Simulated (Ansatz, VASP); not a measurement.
SiO2 in VASP and in Ansatz

File POSCAR:

```
SiO2
1.0
    0.0000000000      2.2415274266      2.2614068725
    2.2415274266      0.0000000000      2.2614068725
    2.2415274266      2.2415274266      0.0000000000
Si O
1 2
Direct
    0.0000000000      0.0000000000      0.0000000000
    0.2500000000      0.2500000000      0.2500000000
    0.7500000000      0.7500000000      0.7500000000
```

The input INCAR.step1:

```
SYSTEM = SiO2
  PREC = Accurate
  ENCUT = 520
  EDIFF = 1E-5
  ISMEAR = 0
  SIGMA = 0.01
  LREAL = .False.
  LASPH = .True.
  NELM = 100
  ALGO = Normal
  ISIF = 2
  LWAVE = .True.
  GGA = PE
  NBANDS = 15
```

INCAR.step2

```
SYSTEM = SiO2
  PREC = Accurate
  ENCUT = 520
  EDIFF = 1E-6
  ISMEAR = 0
  SIGMA = 0.01
  LREAL = .False.
  LASPH = .True.
  NELM = 100
  ALGO = Normal
  ISIF = 2
  LWAVE = .False.
  LCHARG = .True.
  GGA = PE
  LHFCALC = .True.
  HFSCREEN = 0.2079
  PRECFOCK = Normal
  LELF = .True.
  LVHAR = .True.
  ISTART = 1
  NBANDS = 15
```

The input KPOINTS:

```
regular mesh
0
Gamma
  6 6 6
  0 0 0
```

Input for Ansatz:

```yaml
crystal:
  lattice:
    - [0.0, 2.2415274266, 2.2614068725]
    - [2.2415274266, 0.0, 2.2614068725]
    - [2.2415274266, 2.2415274266, 0.0]
  atoms:
    - { symbol: Si, position: [0.0, 0.0, 0.0] }
    - { symbol: O, position: [0.25, 0.25, 0.25] }
    - { symbol: O, position: [0.75, 0.75, 0.75] }
kpoints:
  mp_grid: { grid: [6, 6, 6] }
  band_path:
    path:
      - [0.0, 0.0, 0.0]
      - [0.5, 0.0, 0.5]
      - [0.625, 0.25, 0.625]
      - [0.375, 0.375, 0.75]
      - [0.5, 0.5, 0.5]
      - [0.5, 0.25, 0.75]
      - [0.0, 0.5, 0.5]
    npoints: 1
hamiltonian:
  xc: hse06
scf:
  occupations: { method: fixed }
  n_extra_bands: 4
output:
  forces: true
  stress: true
  eigenvalues: true
  write_density: true
  write_potential: true
  elf: true
  volumetric_format: npy
```

Change from the starting cell: epitaxial_xy strain -1.0%.

Alike in both runs: task single point; functional HSE06; k mesh 6 × 6 × 6; no spin polarisation.

|  | VASP | Ansatz |
| --- | --- | --- |
| version | VASP 6.6.1 | Ansatz 0.2.0 |
| potentials or method | VASP PAW PBE potentials, release 64 (Si, O) | plane waves, PAW |
| plane-wave cutoff (eV) | 520 | 420 |
| occupations | gaussian, width 0.01 eV | fixed |
| valence electrons in the cell | 16 | 16 |

|  | VASP | Ansatz | Ansatz less VASP |
| --- | --- | --- | --- |
| gap on the k mesh at the Fermi level (eV) | 3.50 | 3.54 | +0.031 |
| pressure (GPa) | 3.0 | 2.7 | -0.32 |
| traceless stress, the component that is largest in VASP (GPa) | -6.86 | -6.86 | -0.007 |

Ansatz's warnings: stress exchange threshold loose, stress scf threshold loose.
